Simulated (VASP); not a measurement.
TePb2:

```
Te Pb
1.0
     0.00000    3.59080    3.59080
     3.59080    0.00000    3.59080
     3.59080    3.59080    0.00000
Te Pb
1 2
Cartesian
  0.0000 0.0000 0.0000
  1.7954 1.7954 1.7954
  5.3862 5.3862 5.3862
```

| Item | Value |
| --- | --- |
| Program | VASP 6.6.1 |
| Task | relaxation of cell and atoms |
| Functional | PBE |
| Potentials or basis | VASP PAW PBE potentials, release 64 (Te, Pb_d) |
| Cutoff | 600 eV |
| k mesh | 4 × 4 × 4 |
| Occupations | gaussian, width 0.1 eV |
| Spin | no spin polarisation |

At the start: pressure 10.5 GPa; volume 30.87 Å³/atom.

Where does the relaxation end?

Over 3 steps the energy falls by 190.4 meV/atom and the volume is 37.75 Å³/atom (+22.3 %); space group Fm-3m (No. 225, to 0.05 Å).

The path:
| step | energy change (eV) | largest force (eV/Å) | pressure (GPa) | volume (Å³) |
| --- | --- | --- | --- | --- |
| 1 | 0.0000 | 0.0000 | 10.55 | 92.60 |
| 2 | -0.5074 | 0.0000 | -2.08 | 122.58 |
| 3 | -0.5711 | 0.0000 | 0.08 | 113.25 |

Final structure:
```
CELL_PARAMETERS angstrom
0.00000 3.84000 3.84000
3.84000 0.00000 3.84000
3.84000 3.84000 0.00000
ATOMIC_POSITIONS crystal
Te 0.00000 0.00000 0.00000
Pb 0.25000 0.25000 0.25000
Pb 0.75000 0.75000 0.75000
```

Caveat: the k points lie up to 0.35 Å⁻¹ apart in the final cell; the volume moved by over 15 % at a fixed basis, so the end points are rough.
